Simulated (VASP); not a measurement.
# MgO: single point with PBE

The system is MgO.

```
CELL_PARAMETERS angstrom
0.00000 2.19800 2.19800
2.19800 0.00000 2.19800
2.19800 2.19800 0.00000
ATOMIC_POSITIONS crystal
Mg 0.00000 0.00000 0.00000
O 0.50000 0.50000 0.50000
```

| Item | Value |
| --- | --- |
| Program | VASP 6.6.1 |
| Task | single point |
| Functional | PBE |
| Potentials or basis | VASP PAW PBE potentials, release 64 (Mg, O) |
| Cutoff | 520 eV |
| k mesh | 7 × 7 × 7 |
| Occupations | fermi-dirac, width 0.1 eV |
| Spin | no spin polarisation |
| Dipole correction | no |
| Further INCAR settings | ALGO = Normal; EDIFF = 1e-06; NBANDS = 11 |

```json
{
 "Pressure": "-12.7 GPa",
 "Band gap on the k mesh": "3.58 eV, direct"
}
```

Levels at points of the mesh, in eV from the valence-band top:
```tsv
k point	band 1	band 2	band 3	band 4	band 5	band 6	band 7	band 8
(0.00, 0.00, 0.00)	-16.66	0.00	0.00	0.00	3.58	15.07	15.07	15.07
```

Run time: 4.4 s on 1 thread of Intel(R) Xeon(R) Platinum 8259CL CPU @ 2.50GHz (Skylake/Cascade Lake), on a shared host, peak memory 0.13 GiB.
